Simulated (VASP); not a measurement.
# NbAs (CsCl type) (Pm-3m) in VASP: notebook

NbAs (CsCl type) is run at these levels: PBEsol; tasks: single point.

Everything below comes from runs of VASP 6.6.1. Logs are shortened: lines on timing, memory, paths and dates and some standing lists are left out, and cuts for length are marked.

## Step 1: The cell of the first run

It takes space group Pm-3m (No. 221, cubic). The conventional cell has a = 3.127 Å, b = 3.127 Å, c = 3.127 Å, α = 90.00°, β = 90.00°, γ = 90.00°. Nb (site symmetry m-3m) has 8 As at 2.71 Å and 6 Nb at 3.13 Å within 3.6 Å. As (site symmetry m-3m) has 8 Nb at 2.71 Å and 6 As at 3.13 Å within 3.6 Å.

## Step 2: Single point, PBEsol (volume scaled by 0.95)

Input file INCAR:

```
SYSTEM = NbAs
PREC = Accurate
ENCUT = 500
EDIFF = 1E-6
ISMEAR = -1
SIGMA = 0.1
LREAL = .False.
LASPH = .True.
NELM = 120
ALGO = Normal
ISIF = 2
LWAVE = .False.
LCHARG = .False.
GGA = PS
NBANDS = 16
GGA_COMPAT = .False.
```

Input file KPOINTS:

```
Automatic mesh
0
Gamma
  13 13 13
  0 0 0
```

Input file POSCAR:

```
NbAs
1.0
    3.1268491113      0.0000000000      0.0000000000
    0.0000000000      3.1268491113      0.0000000000
    0.0000000000      0.0000000000      3.1268491113
Nb As
1 1
Direct
    0.0000000000      0.0000000000      0.0000000000
    0.5000000000      0.5000000000      0.5000000000
```

Potentials or basis: VASP PAW PBE potentials, release 64 (Nb_sv, As).

Launch:

```sh
$ cat potpaw_PBE.64/Nb_sv/POTCAR potpaw_PBE.64/As/POTCAR > POTCAR
$ mpirun -np 1 vasp_std > vasp.out
```

OUTCAR:

```text
SYSTEM = NbAs
   PREC = Accurate
   ENCUT = 500
   EDIFF = 1E-6
   ISMEAR = -1
   LREAL = .False.
   LASPH = .True.
   NELM = 120
   ISIF = 2
   GGA = PS

 ion  position               nearest neighbor table
   1  0.000  0.000  0.000-   2 2.71   2 2.71   2 2.71   2 2.71   2 2.71   2 2.71   2 2.71   2 2.71

   2  0.500  0.500  0.500-   1 2.71   1 2.71   1 2.71   1 2.71   1 2.71   1 2.71   1 2.71   1 2.71

  LATTYP: Found a simple cubic cell.
 ALAT       =     3.1268491113

  Lattice vectors:

 A1 = (   3.1268491113,   0.0000000000,   0.0000000000)
 A2 = (   0.0000000000,   3.1268491113,   0.0000000000)
 A3 = (   0.0000000000,   0.0000000000,   3.1268491113)

Analysis of symmetry for initial positions (statically):
=====================================================================
 Subroutine PRICEL returns:
 Original cell was already a primitive cell.

 Routine SETGRP: Setting up the symmetry group for a
 simple cubic supercell.

 Subroutine GETGRP returns: Found 48 space group operations
[... 9 lines left out ...]

 Routine SETGRP: Setting up the symmetry group for a
 simple cubic supercell.

 Subroutine GETGRP returns: Found 48 space group operations
[... 11 lines left out ...]
                                     Primitive cell

  volume of cell :      30.5718

  direct lattice vectors                    reciprocal lattice vectors
     3.126849111  0.000000000  0.000000000     0.319810763  0.000000000  0.000000000
     0.000000000  3.126849111  0.000000000     0.000000000  0.319810763  0.000000000
     0.000000000  0.000000000  3.126849111     0.000000000  0.000000000  0.319810763

  length of vectors
     3.126849111  3.126849111  3.126849111     0.319810763  0.319810763  0.319810763

  position of ions in fractional coordinates (direct lattice)
     0.000000000  0.000000000  0.000000000
     0.500000000  0.500000000  0.500000000

  ion indices of the primitive-cell ions
   primitive index   ion index
                 1           1
                 2           2

----------------------------------------------------------------------------------------

 KPOINTS: Automatic mesh

Automatic generation of k-mesh.
 Grid dimensions read from file:
 generate k-points for:   13   13   13

 Generating k-lattice:

  Cartesian coordinates                     Fractional coordinates (reciprocal lattice)
     0.024600828  0.000000000  0.000000000     0.076923077  0.000000000  0.000000000
     0.000000000  0.024600828  0.000000000     0.000000000  0.076923077  0.000000000
     0.000000000  0.000000000  0.024600828     0.000000000  0.000000000  0.076923077

  Length of vectors
     0.024600828  0.024600828  0.024600828

  Shift w.r.t. Gamma in fractional coordinates (k-lattice)
     0.000000000  0.000000000  0.000000000

 Subroutine IBZKPT returns following result:
 ===========================================

 Found     84 irreducible k-points:

 Following reciprocal coordinates:
            Coordinates               Weight
  0.000000  0.000000  0.000000      1.000000
  0.076923  0.000000  0.000000      6.000000
  0.153846  0.000000  0.000000      6.000000
  0.230769  0.000000  0.000000      6.000000
  0.307692  0.000000  0.000000      6.000000
  0.384615  0.000000  0.000000      6.000000
[... 16 lines left out ...]
  0.307692  0.307692  0.000000     12.000000
  0.384615  0.307692  0.000000     24.000000
 [... further k-points ...]
   k-points           NKPTS =     84   k-points in BZ     NKDIM =     84   number of bands    NBANDS=     16
   number of dos      NEDOS =    301   number of ions     NIONS =      2
   total plane-waves  NPLWV =  13824
   dimension x,y,z NGX =    24 NGY =   24 NGZ =   24
   dimension x,y,z NGXF=    48 NGYF=   48 NGZF=   48
   ions per type =               1   1
   NGX,Y,Z   is equivalent  to a cutoff of  12.76, 12.76, 12.76 a.u.
   NGXF,Y,Z  is equivalent  to a cutoff of  25.52, 25.52, 25.52 a.u.
 SYSTEM =  NbAs
   PREC   = accura    normal or accurate (medium, high low for compatibility)
   ISTART =      0    job   : 0-new  1-cont  2-samecut
   ICHARG =      2    charge: 1-file 2-atom 10-const
   ISPIN  =      1    spin polarized calculation?
   LNONCOLLINEAR =      F non collinear calculations
   LSORBIT =      F    spin-orbit coupling
   LASPH  =      T    aspherical Exc in radial PAW
   ENCUT  =  500.0 eV  36.75 Ry    6.06 a.u.   5.70  5.70  5.70*2*pi/ulx,y,z
   NELM   =    120;   NELMIN=  2; NELMDL= -5     # of ELM steps
   EDIFF  = 0.1E-05   stopping-criterion for ELM
   LREAL  =      F    real-space projection
   EDIFFG = 0.1E-04   stopping-criterion for IOM
   NSW    =      0    number of steps for IOM
   IBRION =     -1    ionic relax: 0-MD 1-quasi-New 2-CG
   NFREE  =      0    steps in history (QN), initial steepest desc. (CG)
   ISIF   =      2    stress and relaxation
   ISYM   =      2    0-nonsym 1-usesym 2-fastsym
   POTIM  = 0.5000    time-step for ionic-motion
   TEBEG  =    0.0;   TEEND  =   0.0 temperature during run
   PSTRESS=    0.0 pullay stress
   NELECT =      18.0000    total number of electrons
   NUPDOWN=      -1.0000    fix difference up-down
   EMIN   =  10.00;   EMAX   =-10.00  energy-range for DOS
   EFERMI =   0.00;   METHOD = LEGACY
   ISMEAR =    -1;   SIGMA  =   0.10  broadening in eV -4-tet -1-fermi 0-gaus
   EFERMI_NEDOS =   21; number of points for ismear=-14 and -15
   IALGO  =     38    algorithm
   IMIX   =      4    mixing-type and parameters
     AMIX     =   0.40;   BMIX     =  1.00
     AMIX_MAG =   1.60;   BMIX_MAG =  1.00
  volume/ion in A,a.u.               =      15.29       103.15
  Fermi-wavevector in a.u.,A,eV,Ry     =   1.372120  2.592931 25.615867  1.882713
  Thomas-Fermi vector in A             =   2.497756
   LORBIT       =      0    0 simple, 1 ext, 2 COOP (PROOUT), +10 PAW based schemes
   GGA     = PS    functional components
   LHFCALC =     F    Hartree Fock is set to
   AEXX    =    0.0000 exact exchange contribution
   IVDW    =     0    specifies the selected vdW correction
   LEPSILON=     F    determine dielectric tensor
   LRPA    =     F    only Hartree local field effects (RPA)
 non-spin polarized calculation
  energy-cutoff  :      500.00
  volume of cell :       30.57
 maximum number of plane-waves:       792
 NGX is ok and might be reduce to    24
   NGX = 11   NGY = 11   NGZ = 11

 number of electron      18.0000000 magnetization

 Free energy of the ion-electron system (eV)
  ---------------------------------------------------
  ext. energy  EPLUGINS =         0.00000000
  ---------------------------------------------------
  free energy    TOTEN  =       -17.03486708 eV

  energy without entropy =      -16.99198991  energy(sigma->0) =      -17.01342849

 E-fermi :  11.7069     XC(G=0): -12.6876

 val. band max:       11.6696278508   @ k =   0.0769   0.0000   0.0000
 cond. band min:      11.7349008405   @ k =   0.4615   0.3077   0.3077
 fundamental gap:      0.0652729897
 Fermi energy:        11.7069477350

 k-point     1 :       0.0000    0.0000    0.0000
  band No.  band energies     occupation
      1     -43.3502      2.00000
      2     -19.2953      2.00000
      3     -19.2953      2.00000
      4     -19.2953      2.00000
      5      -2.6399      2.00000
      6       8.4400      2.00000
[... 8 lines left out ...]
     15      22.4356      0.00000
     16      22.4356      0.00000

 k-point     2 :       0.0769    0.0000    0.0000
  band No.  band energies     occupation
      1     -43.3479      2.00000
      2     -19.3255      2.00000
      3     -19.2923      2.00000
      4     -19.2923      2.00000
      5      -2.5414      2.00000
      6       8.3162      2.00000
[... 8 lines left out ...]
     15      21.9171      0.00000
     16      22.6930      0.00000

 k-point     3 :       0.1538    0.0000    0.0000
  band No.  band energies     occupation
      1     -43.3413      2.00000
      2     -19.4085      2.00000
      3     -19.2840      2.00000
      4     -19.2840      2.00000
      5      -2.2541      2.00000
      6       7.7971      2.00000
[... 8 lines left out ...]
     15      20.8197      0.00000
     16      23.5639      0.00000

 k-point     4 :       0.2308    0.0000    0.0000
  band No.  band energies     occupation
      1     -43.3320      2.00000
      2     -19.5235      2.00000
      3     -19.2723      2.00000
      4     -19.2723      2.00000
      5      -1.8021      2.00000
      6       6.8293      2.00000
[... 8 lines left out ...]
     15      19.8483      0.00000
     16      25.0889      0.00000

 k-point     5 :       0.3077    0.0000    0.0000
  band No.  band energies     occupation
      1     -43.3220      2.00000
      2     -19.6431      2.00000
      3     -19.2598      2.00000
      4     -19.2598      2.00000
      5      -1.2301      2.00000
      6       5.6831      2.00000
[... 8 lines left out ...]
     15      20.0722      0.00000
     16      24.0343      0.00000

 k-point     6 :       0.3846    0.0000    0.0000
  band No.  band energies     occupation
      1     -43.3138      2.00000
      2     -19.7405      2.00000
      3     -19.2494      2.00000
      4     -19.2494      2.00000
      5      -0.6245      2.00000
      6       4.6314      2.00000
[... 8 lines left out ...]
     15      19.9263      0.00000
     16      22.6274      0.00000
[... 267 lines left out ...]
 k-point    21 :       0.3846    0.2308    0.0000
  band No.  band energies     occupation
      1     -43.2960      2.00000
      2     -19.7015      2.00000
      3     -19.4601      2.00000
      4     -19.2309      2.00000
      5      -0.3402      2.00000
      6       5.3772      2.00000
[... 8 lines left out ...]
     15      20.6525      0.00000
     16      23.7509      0.00000

 k-point    22 :       0.4615    0.2308    0.0000
  band No.  band energies     occupation
      1     -43.2914      2.00000
      2     -19.7538      2.00000
      3     -19.4522      2.00000
      4     -19.2256      2.00000
      5      -0.0737      2.00000
      6       4.9275      2.00000
[... 8 lines left out ...]
     15      19.7247      0.00000
     16      23.3686      0.00000

 k-point    23 :       0.3077    0.3077    0.0000
  band No.  band energies     occupation
      1     -43.2944      2.00000
      2     -19.5988      2.00000
      3     -19.5766      2.00000
      4     -19.2296      2.00000
      5      -0.4513      2.00000
      6       6.1201      2.00000
[... 8 lines left out ...]
     15      21.7790      0.00000
     16      24.7815      0.00000

 k-point    24 :       0.3846    0.3077    0.0000
  band No.  band energies     occupation
      1     -43.2863      2.00000
      2     -19.6804      2.00000
      3     -19.5709      2.00000
      4     -19.2208      2.00000
      5      -0.1848      2.00000
      6       5.8335      2.00000
[... 8 lines left out ...]
     15      21.3682      0.00000
     16      25.0112      0.00000

 [... further k-points ...]
[... 5 lines left out ...]
  --------------------------------------------------------------------------------------
  -------------------------------------------------------------------------------------
  Total        2.0462961      2.0462961      2.0462961      0.0000000      0.0000000     -0.0000000
  in kB      107.2403676    107.2403676    107.2403676      0.0000000      0.0000000     -0.0000000
  external PRESSURE =     107.2403676 kB  Pullay stress =       0.0000000 kB

 VOLUME and BASIS-vectors are now :
 -----------------------------------------------------------------------------
  energy-cutoff  :      500.00
  volume of cell :       30.57
      direct lattice vectors                 reciprocal lattice vectors
     3.126849111  0.000000000  0.000000000     0.319810763  0.000000000  0.000000000
     0.000000000  3.126849111  0.000000000     0.000000000  0.319810763  0.000000000
     0.000000000  0.000000000  3.126849111     0.000000000  0.000000000  0.319810763

 POSITION                                       TOTAL-FORCE (eV/Angst)
 -----------------------------------------------------------------------------------
      0.00000      0.00000      0.00000         0.000000      0.000000      0.000000
      1.56342      1.56342      1.56342         0.000000      0.000000      0.000000
 -----------------------------------------------------------------------------------
    total drift:                               -0.000000      0.000000      0.000000

  FREE ENERGIE OF THE ION-ELECTRON SYSTEM (eV)
  ---------------------------------------------------
  free  energy   TOTEN  =       -17.0348670821 eV

  energy  without entropy=      -16.9919899059  energy(sigma->0) =      -17.01342849
```

It took 10 s on 1 thread of Intel Xeon 6975P-C (Granite Rapids), shared host; peak memory 0.16 GiB.

Results:

```
Free energy            : -17.0349 eV
Pressure               : 10.7 GPa
Band gap on the k mesh : zero (band 9 reaches 14.72 eV, above the bottom of band 10 at 11.15 eV)
```

Caveat: the PAW data sets were made with another functional, which shifts forces and pressure a little.

## Step 3: Single point, PBEsol (volume scaled by 0.95)

Input file INCAR:

```
ALGO = Normal
EDIFF = 1E-6
ENCUT = 500
GGA = PS
GGA_COMPAT = F
ISIF = 2
ISMEAR = -1
LASPH = T
LCHARG = T
LELF = T
LREAL = F
LVHAR = T
LWAVE = F
NBANDS = 16
NELM = 120
PREC = Accurate
SIGMA = 0.1
```

Input file KPOINTS:

```
k-points
0
Gamma
  13 13 13
```

POSCAR is that of step 2.

Potentials or basis: VASP PAW PBE potentials, release 64 (Nb_sv, As).

Launch:

```sh
$ cat potpaw_PBE.64/Nb_sv/POTCAR potpaw_PBE.64/As/POTCAR > POTCAR
$ mpirun -np 1 vasp_std > vasp.out
```

Run time: 13 s. Hardware: 1 thread of Intel Xeon 6975P-C (Granite Rapids), shared host; peak memory 0.16 GiB.

The run converged. Its results:

```yaml
Free_energy: -17.0349 eV
Pressure: 10.7 GPa
Band_gap_on_the_k_mesh: zero (band 9 reaches 14.72 eV, above the bottom of band 10 at 11.15 eV)
```

Levels at points of the mesh, in eV from the Fermi level:
```csv
k point,band 7,band 8,band 9,band 10,band 11,band 12
"(0.00, 0.00, 0.00)",-3.27,0.37,0.37,0.37,1.82,1.82
```

Caveat: the PAW data sets were made with another functional, which shifts forces and pressure a little.
